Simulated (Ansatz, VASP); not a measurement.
Two plane-wave programs on Al2Cu

```
Al Cu
1.0
    -3.03350    3.03350    2.48727
     3.03350   -3.03350    2.48727
     3.03350    3.03350   -2.48727
Al Cu
4 2
Direct
  0.65914 0.15914 0.81829
  0.15914 0.34086 0.50000
  0.34086 0.84086 0.18171
  0.84086 0.65914 0.50000
  0.25000 0.25000 0.00000
  0.75000 0.75000 0.00000
```

Change from the starting cell: z stretched by +2 %, ions relaxed.

Alike in both runs: functional PBE; k mesh 12 × 12 × 12; occupations fermi-dirac, width 0.05 eV; no spin polarisation.

Ansatz relaxed the structure, and its values are those at the end. VASP's run is a single point on that final structure, the one shown.

|  | VASP | Ansatz |
| --- | --- | --- |
| version | VASP 6.6.1 | Ansatz 0.2.0 |
| potentials or method | VASP PAW PBE potentials, release 64 (Al, Cu) | plane-wave PAW, scalar-relativistic |
| plane-wave cutoff (eV) | 520 | 420 |
| valence electrons in the cell | 34 | 50 |

Ansatz gave:

```
pressure (GPa)                     : -2.1
rms of the force components (eV/Å) : 0.004
```

Question: What did VASP give for the same quantities?

Answer: Pressure (GPa): -1.9; rms of the force components (eV/Å): 0.002.

VASP's potentials hold 34 valence electrons a cell and Ansatz's 50, so a difference there can come from the potentials and not from the codes. Ansatz's warnings: stress scf threshold loose.
